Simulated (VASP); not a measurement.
Wanted: the native input for a VASP 6.6.1 run.

* Task: single point
* Functional: r2SCAN
* Potentials or basis: VASP PAW PBE potentials, release 64 (Ba_sv, Ti_sv, O)
* Cutoff: 520 eV
* k mesh: 6 × 6 × 6
* Occupations: gaussian, width 0.05 eV
* Spin: collinear spin
* Starting moments: [0.0, 0.05, 0.0, 0.0, 0.0] μB
* Dipole correction: no
* Further INCAR settings: ALGO = Normal; EDIFF = 1e-07; NBANDS = 32

The system is BaTiO3.

```
CELL_PARAMETERS angstrom
3.97178 0.00000 0.00000
0.00000 3.97178 0.00000
0.00000 0.00000 4.11168
ATOMIC_POSITIONS crystal
Ba 0.00000 0.00000 0.99566
Ti 0.50000 0.50000 0.47760
O 0.50000 0.50000 0.03447
O 0.50000 0.00000 0.51763
O 0.00000 0.50000 0.51763
```

The input as run:

POSCAR

```
BaTiO3
1.0
    3.9717832213      0.0000000000      0.0000000000
    0.0000000000      3.9717832213      0.0000000000
    0.0000000000      0.0000000000      4.1116803065
Ba Ti O
1 1 3
Direct
    0.0000000000      0.0000000000     -0.0043403675
    0.5000000000      0.5000000000      0.4776015694
    0.5000000000      0.5000000000      0.0344724406
    0.5000000000      0.0000000000      0.5176331788
    0.0000000000      0.5000000000      0.5176331788
```

INCAR.step1

```
SYSTEM = BaTiO3
  PREC = Accurate
  ENCUT = 520
  ISMEAR = 0
  SIGMA = 0.05
  LREAL = .False.
  LASPH = .True.
  NELM = 150
  ISPIN = 2
  MAGMOM = 0 0.05 0 0 0
  LMAXMIX = 4
  NBANDS = 32
  GGA = PE
  ALGO = Normal
  EDIFF = 1E-4
  LWAVE = .True.
  LCHARG = .False.
```

INCAR.step2

```
SYSTEM = BaTiO3
  PREC = Accurate
  ENCUT = 520
  EDIFF = 1E-7
  ISMEAR = 0
  SIGMA = 0.05
  LREAL = .False.
  LASPH = .True.
  NELM = 150
  ALGO = Normal
  ISIF = 2
  LWAVE = .False.
  LCHARG = .False.
  ISPIN = 2
  MAGMOM = 0 0.05 0 0 0
  LORBIT = 11
  LMAXMIX = 4
  METAGGA = R2SCAN
  LMIXTAU = .True.
  NBANDS = 32
  ISTART = 1
```

KPOINTS

```
regular mesh
0
Gamma
  6 6 6
  0 0 0
```

Potentials or basis: VASP PAW PBE potentials, release 64 (Ba_sv, Ti_sv, O).

The run is started by

```bash
$ cat potpaw_PBE.64/Ba_sv/POTCAR potpaw_PBE.64/Ti_sv/POTCAR potpaw_PBE.64/O/POTCAR > POTCAR
$ cp INCAR.step1 INCAR
$ mpirun -np 1 vasp_std > vasp.out
$ cp INCAR.step2 INCAR
$ mpirun -np 1 vasp_std > vasp.out
```

Results of the run:

- Pressure: 2.0 GPa
- Largest force: 0.161 eV/Å
- Band gap on the k mesh: 2.21 eV (least direct gap 2.71 eV)
- Net moment: 0.00 μB per cell
- Valence electrons inside the program's atomic spheres: Ba 7.98; Ti 10.20; O 5.07

Caveat: the PAW data sets were made with another functional, which shifts forces and pressure a little; spin-orbit coupling is left out, which moves the levels of the heavy elements.

Wall time 15 min on 1 thread of Oxide Virtual Turin-like Processor (shared host), peak memory 0.26 GiB.
